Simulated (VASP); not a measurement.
Runs of VASP 6.6.1 on KCl. The structure is that of space group P6_3/mmc (No. 194), or close to it. The cells are those of the table. 

```csv
level,cell,k mesh,gap on the mesh (eV),pressure (GPa)
r2SCAN,"a = 4.425, b = 4.425, c = 7.786 Å, angles 90.0, 90.0, 120.0°, 4 atoms",6 × 6 × 4,5.57,-1.0
PBE,"a = 4.366, b = 4.366, c = 7.656 Å, angles 90.0, 90.0, 120.0°, 4 atoms",6 × 6 × 4,5.08,0.5
r2SCAN,"a = 4.251, b = 4.251, c = 7.480 Å, angles 90.0, 90.0, 120.0°, 4 atoms",6 × 6 × 4,5.99,1.4
r2SCAN,"a = 4.383, b = 4.383, c = 7.712 Å, angles 90.0, 90.0, 120.0°, 4 atoms",6 × 6 × 4,5.67,-0.5
PBE,"a = 4.340, b = 4.340, c = 7.636 Å, angles 90.0, 90.0, 120.0°, 4 atoms",12 × 12 × 4,5.12,0.8
PBE,"a = 4.410, b = 4.410, c = 7.734 Å, angles 90.0, 90.0, 120.0°, 4 atoms",6 × 6 × 4,4.98,0.0
r2SCAN,"a = 4.340, b = 4.340, c = 7.636 Å, angles 90.0, 90.0, 120.0°, 4 atoms",6 × 6 × 4,(b),0.0
PBE,"a = 4.497, b = 4.497, c = 7.886 Å, angles 90.0, 90.0, 120.0°, 4 atoms",6 × 6 × 4,4.80,(c)
PBE,"a = 4.454, b = 4.454, c = 7.811 Å, angles 90.0, 90.0, 120.0°, 4 atoms",6 × 6 × 4,4.89,-0.4
r2SCAN,"a = 4.296, b = 4.296, c = 7.559 Å, angles 90.0, 90.0, 120.0°, 4 atoms",6 × 6 × 4,(a),0.6
PBE,"a = 4.320, b = 4.320, c = 7.576 Å, angles 90.0, 90.0, 120.0°, 4 atoms",6 × 6 × 4,5.19,1.2
```

Alike in all rows: task single point; potentials or basis VASP PAW PBE potentials, release 64 (K_sv, Cl); no spin polarisation; cutoff (eV) 520; smearing gaussian 0.01 eV.

Task: Estimate the missing entries.

Result: (a) 5.88; (b) 5.77; (c) -0.8.

Caveats: the PAW data sets were made with another functional, which shifts forces and pressure a little (at least some runs).

A k mesh can miss the band edges.
